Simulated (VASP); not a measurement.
# CsLa5 (Cmmm) in VASP: single point with PBE

Aim: the single point of CsLa5 with PBE.

Program: VASP 6.6.1. These are calculated values, not measurements. Logs are shortened: lines on timing, memory, paths and dates and some standing lists are left out, and cuts for length are marked.

**1. The cell of the first run**

The structure is orthorhombic, space group Cmmm (No. 65). Conventional cell: a = 5.047 Å, b = 6.287 Å, c = 8.976 Å, α = 90.00°, β = 90.00°, γ = 90.00°. Cs (site symmetry mmm) has 8 La at 3.91 Å and 6 Cs at 4.03 to 5.05 Å within 5.1 Å. Within 3.0 Å of La (site symmetry 2) lie 5 La at 2.27 to 2.52 Å. Within 3.1 Å of La (site symmetry mmm) lie 8 La at 2.31 Å.

**2. Single point, PBE**

The input, INCAR:

```
PREC = Accurate
ENCUT = 520
EDIFF = 1E-7
ISMEAR = 0
SIGMA = 0.1
LREAL = F
LASPH = T
NELM = 100
ALGO = Normal
ISIF = 2
LWAVE = F
LCHARG = T
GGA = PE
LELF = T
LVHAR = T
NBANDS = 41
```

The input, KPOINTS:

```
Automatic mesh
0
Gamma
  4 4 2
```

The input, POSCAR:

```
CsLa5
1.0
    2.5234270300     -3.1436673100      0.0000000000
    2.5234270300      3.1436673100      0.0000000000
    0.0000000000      0.0000000000      8.9760868300
Cs La
1 5
Direct
    0.5000000000      0.5000000000      0.5000000000
    0.5000000000      0.0000000000      0.8737780500
    0.0000000000      0.5000000000      0.1262219500
    0.5000000000      0.0000000000      0.1262219500
    0.0000000000      0.5000000000      0.8737780500
    0.0000000000      0.0000000000      0.0000000000
```

Potentials or basis: VASP PAW PBE potentials, release 64 (Cs_sv, La).

Run with:

```console
$ cat potpaw_PBE.64/Cs_sv/POTCAR potpaw_PBE.64/La/POTCAR > POTCAR
$ mpirun -np 1 vasp_std > vasp.out
```

OUTCAR:

```text
PREC = Accurate
   ENCUT = 520
   EDIFF = 1E-7
   ISMEAR = 0
   LREAL = F
   LASPH = T
   NELM = 100
   ISIF = 2
   GGA = PE

 ion  position               nearest neighbor table
   1  0.500  0.500  0.500-
   2  0.500  0.000  0.874-   4 2.27   6 2.31   6 2.31   5 2.52   5 2.52   5 3.14   5 3.14   3 3.39
                             3 3.39
   3  0.000  0.500  0.126-   5 2.27   6 2.31   6 2.31   4 2.52   4 2.52   4 3.14   4 3.14   2 3.39
                             2 3.39
   4  0.500  0.000  0.126-   2 2.27   6 2.31   6 2.31   3 2.52   3 2.52   3 3.14   3 3.14   5 3.39
                             5 3.39
   5  0.000  0.500  0.874-   3 2.27   6 2.31   6 2.31   2 2.52   2 2.52   2 3.14   2 3.14   4 3.39
                             4 3.39
   6  0.000  0.000  0.000-   2 2.31   3 2.31   4 2.31   5 2.31   3 2.31   5 2.31   2 2.31   4 2.31

  LATTYP: Found a base centered orthorhombic cell.
 ALAT       =     5.0468540600
 B/A-ratio  =     1.2457928336
 C/A-ratio  =     1.7785508999

  Lattice vectors:

 A1 = (   2.5234270300,  -3.1436673100,   0.0000000000)
 A2 = (   2.5234270300,   3.1436673100,   0.0000000000)
 A3 = (   0.0000000000,   0.0000000000,   8.9760868300)

Analysis of symmetry for initial positions (statically):
=====================================================================
 Subroutine PRICEL returns:
 Original cell was already a primitive cell.

 Routine SETGRP: Setting up the symmetry group for a
 base centered orthorhombic supercell.

 Subroutine GETGRP returns: Found  8 space group operations
 (whereof  8 operations were pure point group operations)
 out of a pool of  8 trial point group operations.

The static configuration has the point symmetry D_2h.

Analysis of symmetry for dynamics (positions and initial velocities):
=====================================================================
 Subroutine PRICEL returns:
 Original cell was already a primitive cell.

 Routine SETGRP: Setting up the symmetry group for a
 base centered orthorhombic supercell.

 Subroutine GETGRP returns: Found  8 space group operations
 (whereof  8 operations were pure point group operations)
 out of a pool of  8 trial point group operations.

The dynamic configuration has the point symmetry D_2h.

 Subroutine INISYM returns: Found  8 space group operations
 (whereof  8 operations are pure point group operations),
 and found     1 'primitive' translations

----------------------------------------------------------------------------------------

                                     Primitive cell

  volume of cell :     142.4113

  direct lattice vectors                    reciprocal lattice vectors
     2.523427030 -3.143667310  0.000000000     0.198143237 -0.159049909  0.000000000
     2.523427030  3.143667310  0.000000000     0.198143237  0.159049909  0.000000000
     0.000000000  0.000000000  8.976086830     0.000000000  0.000000000  0.111407122

  length of vectors
     4.031169574  4.031169574  8.976086830     0.254081908  0.254081908  0.111407122

  position of ions in fractional coordinates (direct lattice)
     0.500000000  0.500000000  0.500000000
     0.500000000  0.000000000  0.873778050
     0.000000000  0.500000000  0.126221950
     0.500000000  0.000000000  0.126221950
     0.000000000  0.500000000  0.873778050
     0.000000000  0.000000000  0.000000000

  ion indices of the primitive-cell ions
   primitive index   ion index
                 1           1
                 2           2
                 3           3
                 4           4
                 5           5
                 6           6

----------------------------------------------------------------------------------------

 KPOINTS: Automatic mesh

Automatic generation of k-mesh.
 Grid dimensions read from file:
 generate k-points for:    4    4    2

 Generating k-lattice:

  Cartesian coordinates                     Fractional coordinates (reciprocal lattice)
     0.049535809 -0.039762477  0.000000000     0.250000000  0.000000000  0.000000000
     0.049535809  0.039762477  0.000000000     0.000000000  0.250000000  0.000000000
     0.000000000  0.000000000  0.055703561     0.000000000  0.000000000  0.500000000

  Length of vectors
     0.063520477  0.063520477  0.055703561

  Shift w.r.t. Gamma in fractional coordinates (k-lattice)
     0.000000000  0.000000000  0.000000000

 Subroutine IBZKPT returns following result:
 ===========================================

 Found     14 irreducible k-points:

 Following reciprocal coordinates:
            Coordinates               Weight
  0.000000  0.000000  0.000000      1.000000
  0.250000  0.000000  0.000000      4.000000
  0.500000  0.000000  0.000000      2.000000
  0.250000  0.250000  0.000000      2.000000
  0.500000  0.250000  0.000000      4.000000
 -0.250000  0.250000  0.000000      2.000000
  0.500000  0.500000  0.000000      1.000000
  0.000000  0.000000  0.500000      1.000000
  0.250000  0.000000  0.500000      4.000000
  0.500000  0.000000  0.500000      2.000000
  0.250000  0.250000  0.500000      2.000000
  0.500000  0.250000  0.500000      4.000000
 -0.250000  0.250000  0.500000      2.000000
  0.500000  0.500000  0.500000      1.000000
   k-points           NKPTS =     14   k-points in BZ     NKDIM =     14   number of bands    NBANDS=     41
   number of dos      NEDOS =    301   number of ions     NIONS =      6
   total plane-waves  NPLWV =  63000
   dimension x,y,z NGX =    30 NGY =   30 NGZ =   70
   dimension x,y,z NGXF=    60 NGYF=   60 NGZF=  140
   ions per type =               1   5
   NGX,Y,Z   is equivalent  to a cutoff of  12.37, 12.37, 12.96 a.u.
   NGXF,Y,Z  is equivalent  to a cutoff of  24.74, 24.74, 25.93 a.u.
 SYSTEM =  unknown system
   PREC   = accura    normal or accurate (medium, high low for compatibility)
   ISTART =      0    job   : 0-new  1-cont  2-samecut
   ICHARG =      2    charge: 1-file 2-atom 10-const
   ISPIN  =      1    spin polarized calculation?
   LNONCOLLINEAR =      F non collinear calculations
   LSORBIT =      F    spin-orbit coupling
   LASPH  =      T    aspherical Exc in radial PAW
   ENCUT  =  520.0 eV  38.22 Ry    6.18 a.u.   7.50  7.50 16.69*2*pi/ulx,y,z
   NELM   =    100;   NELMIN=  2; NELMDL= -5     # of ELM steps
   EDIFF  = 0.1E-06   stopping-criterion for ELM
   LREAL  =      F    real-space projection
   EDIFFG = 0.1E-05   stopping-criterion for IOM
   NSW    =      0    number of steps for IOM
   IBRION =     -1    ionic relax: 0-MD 1-quasi-New 2-CG
   NFREE  =      0    steps in history (QN), initial steepest desc. (CG)
   ISIF   =      2    stress and relaxation
   ISYM   =      2    0-nonsym 1-usesym 2-fastsym
   POTIM  = 0.5000    time-step for ionic-motion
   TEBEG  =    0.0;   TEEND  =   0.0 temperature during run
   PSTRESS=    0.0 pullay stress
   NELECT =      64.0000    total number of electrons
   NUPDOWN=      -1.0000    fix difference up-down
   EMIN   =  10.00;   EMAX   =-10.00  energy-range for DOS
   EFERMI =   0.00;   METHOD = LEGACY
   ISMEAR =     0;   SIGMA  =   0.10  broadening in eV -4-tet -1-fermi 0-gaus
   EFERMI_NEDOS =   21; number of points for ismear=-14 and -15
   IALGO  =     38    algorithm
   IMIX   =      4    mixing-type and parameters
     AMIX     =   0.40;   BMIX     =  1.00
     AMIX_MAG =   1.60;   BMIX_MAG =  1.00
  volume/ion in A,a.u.               =      23.74       160.17
  Fermi-wavevector in a.u.,A,eV,Ry     =   1.253969  2.369657 21.394311  1.572438
  Thomas-Fermi vector in A             =   2.387796
   LORBIT       =      0    0 simple, 1 ext, 2 COOP (PROOUT), +10 PAW based schemes
   GGA     = PE    functional components
   LHFCALC =     F    Hartree Fock is set to
   AEXX    =    0.0000 exact exchange contribution
   IVDW    =     0    specifies the selected vdW correction
   LEPSILON=     F    determine dielectric tensor
   LRPA    =     F    only Hartree local field effects (RPA)
 non-spin polarized calculation
 Gauss-broadening in eV      SIGMA  =   0.10
  energy-cutoff  :      520.00
  volume of cell :      142.41
 maximum number of plane-waves:      3874
 NGX is ok and might be reduce to    30
   NGX = 15   NGY = 15   NGZ = 33

 number of electron      63.9999998 magnetization

 Free energy of the ion-electron system (eV)
  ---------------------------------------------------
  ext. energy  EPLUGINS =         0.00000000
  ---------------------------------------------------
  free energy    TOTEN  =        12.89757448 eV

  energy without entropy =       12.94178063  energy(sigma->0) =       12.91967755

 E-fermi :  11.5168     XC(G=0): -10.7222

 val. band max:       11.4940218122   @ k =  -0.2500   0.2500   0.5000
 cond. band min:      11.5171992354   @ k =   0.0000   0.0000   0.5000
 fundamental gap:      0.0231774231
 Fermi energy:        11.5167611373

 k-point     1 :       0.0000    0.0000    0.0000
  band No.  band energies     occupation
      1     -26.2984      2.00000
      2     -21.3689      2.00000
      3     -21.0943      2.00000
      4     -17.8227      2.00000
      5     -17.3974      2.00000
      6     -13.6890      2.00000
[... 33 lines left out ...]
     40      13.5897      0.00000
     41      13.8061      0.00000

 k-point     2 :       0.2500    0.0000    0.0000
  band No.  band energies     occupation
      1     -25.8489      2.00000
      2     -21.9941      2.00000
      3     -20.9674      2.00000
      4     -18.5039      2.00000
      5     -18.2284      2.00000
      6     -12.4292      2.00000
[... 33 lines left out ...]
     40      13.7798      0.00000
     41      13.8419      0.00000

 k-point     3 :       0.5000    0.0000    0.0000
  band No.  band energies     occupation
      1     -25.0648      2.00000
      2     -23.2586      2.00000
      3     -20.0087      2.00000
      4     -19.7168      2.00000
      5     -18.5819      2.00000
      6     -11.8636      2.00000
[... 33 lines left out ...]
     40      13.6491      0.00000
     41      13.6937      0.00000

 k-point     4 :       0.2500    0.2500    0.0000
  band No.  band energies     occupation
      1     -25.1862      2.00000
      2     -22.9123      2.00000
      3     -20.2089      2.00000
      4     -19.4732      2.00000
      5     -19.1152      2.00000
      6     -11.8414      2.00000
[... 385 lines left out ...]
     40      13.8512      0.00000
     41      14.1241      0.00000

 k-point    13 :      -0.2500    0.2500    0.5000
  band No.  band energies     occupation
      1     -25.5842      2.00000
      2     -21.5862      2.00000
      3     -21.0007      2.00000
      4     -19.9969      2.00000
      5     -18.0950      2.00000
      6     -11.8454      2.00000
[... 33 lines left out ...]
     40      13.8889      0.00000
     41      13.9873      0.00000

 k-point    14 :       0.5000    0.5000    0.5000
  band No.  band energies     occupation
      1     -24.0646      2.00000
      2     -22.5865      2.00000
      3     -21.9993      2.00000
      4     -20.5663      2.00000
      5     -18.3426      2.00000
      6     -11.9009      2.00000
[... 33 lines left out ...]
     40      13.4086      0.00000
     41      13.4274      0.00000

------------------------ aborting loop because EDIFF is reached ----------------------------------------

  FORCE on cell =-STRESS in cart. coord.  units (eV):
  Direction    XX          YY          ZZ          XY          YZ          ZX
  --------------------------------------------------------------------------------------
  -------------------------------------------------------------------------------------
  Total      109.1398501    102.9461624    100.1992819      0.0000000      0.0000000      0.0000000
  in kB     1227.8620168   1158.1808335   1127.2774535      0.0000000      0.0000000      0.0000000
  external PRESSURE =    1171.1067679 kB  Pullay stress =       0.0000000 kB

 VOLUME and BASIS-vectors are now :
 -----------------------------------------------------------------------------
  energy-cutoff  :      520.00
  volume of cell :      142.41
      direct lattice vectors                 reciprocal lattice vectors
     2.523427030 -3.143667310  0.000000000     0.198143237 -0.159049909  0.000000000
     2.523427030  3.143667310  0.000000000     0.198143237  0.159049909  0.000000000
     0.000000000  0.000000000  8.976086830     0.000000000  0.000000000  0.111407122

 POSITION                                       TOTAL-FORCE (eV/Angst)
 -----------------------------------------------------------------------------------
      2.52343      0.00000      4.48804        -0.000000     -0.000000      0.000000
      1.26171     -1.57183      7.84311        -0.000000     -0.000000    -21.035373
      1.26171      1.57183      1.13298         0.000000     -0.000000     21.035373
      1.26171     -1.57183      1.13298         0.000000      0.000000     21.035373
      1.26171      1.57183      7.84311         0.000000     -0.000000    -21.035373
      0.00000      0.00000      0.00000         0.000000     -0.000000      0.000000
 -----------------------------------------------------------------------------------
    total drift:                               -0.000000     -0.000000      0.000000

  FREE ENERGIE OF THE ION-ELECTRON SYSTEM (eV)
  ---------------------------------------------------
  free  energy   TOTEN  =        12.8975744752 eV

  energy  without entropy=       12.9417806286  energy(sigma->0) =       12.91967755
```

Wall time 2.9 min (1 thread of AMD EPYC 9R45 (Zen 5), shared host); peak memory 0.25 GiB.

What came out:

* Free energy: 12.8976 eV
* Pressure: 117.1 GPa
* Largest force: 21.035 eV/Å
* Band gap on the k mesh: zero (band 32 reaches 11.67 eV, above the bottom of band 33 at 11.41 eV)

Forces on the atoms (eV/Å):
```
Cs    0.000   0.000   0.000
La    0.000   0.000 -21.035
La    0.000   0.000  21.035
La    0.000   0.000  21.035
La    0.000   0.000 -21.035
La    0.000   0.000   0.000
```

Caveat: the k points lie up to 0.40 Å⁻¹ apart; spin-orbit coupling is left out, which moves the levels of the heavy elements; forces of over 1 eV/Å act on the atoms, so gaps and moduli don't describe the material at rest.
